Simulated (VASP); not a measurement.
The system is KI.

```
K I
1.0
     4.29109    0.00000    0.00000
     0.00000    4.29109    0.00000
     0.00000    0.00000    4.29109
K I
1 1
Cartesian
  0.0000 0.0000 0.0000
  2.1455 2.1455 2.1455
```

Base run:

```yaml
Program: VASP 6.6.1
Functional: PBE0
Potentials_or_basis: VASP PAW PBE potentials, release 64 (K_sv, I)
Cutoff: 520 eV
k_mesh: 4 × 4 × 4
Occupations: gaussian, width 0.01 eV
Spin: no spin polarisation
```

Its results: band gap on the k mesh 5.00 eV (least direct gap 5.40 eV); pressure 0.2 GPa.

Q: The run is repeated on the same cell with these changes: functional from PBE0 to PBE. What comes out?

A: Band gap on the k mesh 3.33 eV (least direct gap 3.69 eV); pressure 0.6 GPa.

Caveats: spin-orbit coupling is left out, which moves the levels of the heavy elements; the PAW data sets were made with another functional, which shifts forces and pressure a little (at least some runs).

A k mesh can miss the band edges.
